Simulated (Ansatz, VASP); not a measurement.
Re: VASP beside Ansatz

File INCAR:

```
PREC = Accurate
ENCUT = 520
EDIFF = 1E-6
ISMEAR = -1
SIGMA = 0.1
LREAL = False
LASPH = True
NELM = 100
ALGO = Normal
ISIF = 2
LWAVE = False
LCHARG = True
LELF = True
LVHAR = True
NBANDS = 14
```

Contents of KPOINTS:

```
Automatic mesh
0
Gamma
  11 11 11
```

Contents of POSCAR:

```
Re
1.0
    0.0000000000      2.8879002456      2.8879002456
    2.8879002456      0.0000000000      2.8879002456
    2.8879002456      2.8879002456      0.0000000000
Re
2
Direct
    0.1250000000      0.1250000000      0.1250000000
    0.8750000000      0.8750000000      0.8750000000
```

Input for Ansatz:

```yaml
crystal:
  lattice:
    - [0.0, 2.8879002456, 2.8879002456]
    - [2.8879002456, 0.0, 2.8879002456]
    - [2.8879002456, 2.8879002456, 0.0]
  atoms:
    - { symbol: Re, position: [0.125, 0.125, 0.125] }
    - { symbol: Re, position: [0.875, 0.875, 0.875] }
hamiltonian:
  xc: lda
  pseudopotentials:
    kind: paw
    azcp:
      Re: "pseudopotentials/Re.paw.azcp"
basis:
  ecutwfc: 420
  fft_grid_basis: typed
kpoints:
  mp_grid: { grid: [11, 11, 11], shift: [0, 0, 0] }
magnetization:
  spin_polarized: false
scf:
  occupations: { method: fermi_dirac, width: 0.1 }
  lower_state_search: "off"
output:
  stress: true
```

Alike in both runs: task single point; functional LDA; k mesh 11 × 11 × 11; occupations fermi-dirac, width 0.1 eV; no spin polarisation.

|  | VASP | Ansatz |
| --- | --- | --- |
| version | VASP 6.6.1 | Ansatz 0.2.0 |
| potentials or method | VASP PAW LDA potentials, release 64 (Re), cutoff 520 eV | plane waves (420 eV) with PAW, scalar-relativistic |
| valence electrons in the cell | 14 | 30 |

```tsv
	VASP	Ansatz	Ansatz less VASP
pressure (GPa)	-18.7	-17.9	+0.83
```

Ansatz warns that its potentials were made for another functional, while VASP's fit it. LDA's correlation is that of Perdew and Zunger in VASP and of Perdew and Wang (1992) in Ansatz. VASP's potentials hold 14 valence electrons a cell and Ansatz's 30, so a difference there can come from the potentials and not from the codes.

Spin-orbit coupling is off throughout.
